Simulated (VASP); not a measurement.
Here is a VASP 6.6.1 calculation.

Contents of INCAR:

```
PREC = Accurate
ENCUT = 650
EDIFF = 1E-6
ISMEAR = -1
SIGMA = 0.05
LREAL = Auto
LASPH = True
NELM = 120
ALGO = Normal
ISIF = 2
LWAVE = False
LCHARG = False
GGA = PE
ISYM = -1
NBANDS = 98
GGA_COMPAT = False
```

File KPOINTS:

```
explicit points
1
Reciprocal
  0.25000000   0.25000000   0.25000000 1
```

The input POSCAR:

```
Sr13Li7Mg4
1.0
    9.8738250000     -0.1431370000     -0.0271780000
   -0.1431370000     10.2495160000      0.4011450000
   -0.0271780000      0.4011450000      9.9890070000
Sr Li Mg
13 7 4
Direct
    0.0332405040      0.8271830472      0.5626396164
    0.4171141057      0.2981712322      0.4341139643
    0.1235820379      0.4432432441      0.5920563377
    0.7157761494      0.9145458196      0.2028145422
    0.4380858718      0.5897997524      0.1181126488
    0.3086643305      0.9335971731      0.2418604813
    0.3737431890      0.0681792276      0.8266197867
    0.0691527728      0.1663964174      0.3187465324
    0.0431979960      0.8306156399      0.9796755297
    0.0582417052      0.4312001721      1.0049196181
    0.7100188015      0.2914772258      0.1299292572
    0.5511933485      0.6332646944      0.4924591971
    0.9762598053      0.1608220022      0.7552760597
    0.7261364218      0.0662656034      0.4830338812
    0.6204495300      0.6875466812      0.8593241214
    0.7873206941      0.4795246753      0.8143361874
    0.7073177559      0.8899856650      0.7117103014
    0.8615939476      0.5369761852      0.3271285212
    0.1026641590      0.6408752374      0.2600257773
    0.6961855288      0.2053837504      0.7946524881
    0.4817785264      0.4275787995      0.8257602261
    0.7721820917      0.3537889968      0.5307802545
    0.3380275378      0.2651680464      0.0873278071
    0.3247836476      0.7226927878      0.7797785477
```

Potentials or basis: VASP PAW PBE potentials, release 64 (Sr_sv, Li_sv, Mg).

Run with:

```console
$ cat potpaw_PBE.64/Sr_sv/POTCAR potpaw_PBE.64/Li_sv/POTCAR potpaw_PBE.64/Mg/POTCAR > POTCAR
$ mpirun -np 1 vasp_std > vasp.out
```

Q: Predict the band gap on the k mesh.

A: Zero (an odd number of electrons rules out a gap without spin polarisation).

Q: What does it give for the pressure?

A: 0.1 GPa.

Stress tensor (GPa, compression positive):
```
 0.19 -0.28 -0.81
-0.28  0.53 -0.62
-0.81 -0.62 -0.50
```

Caveat: the atoms stand as in a frame of molecular dynamics.
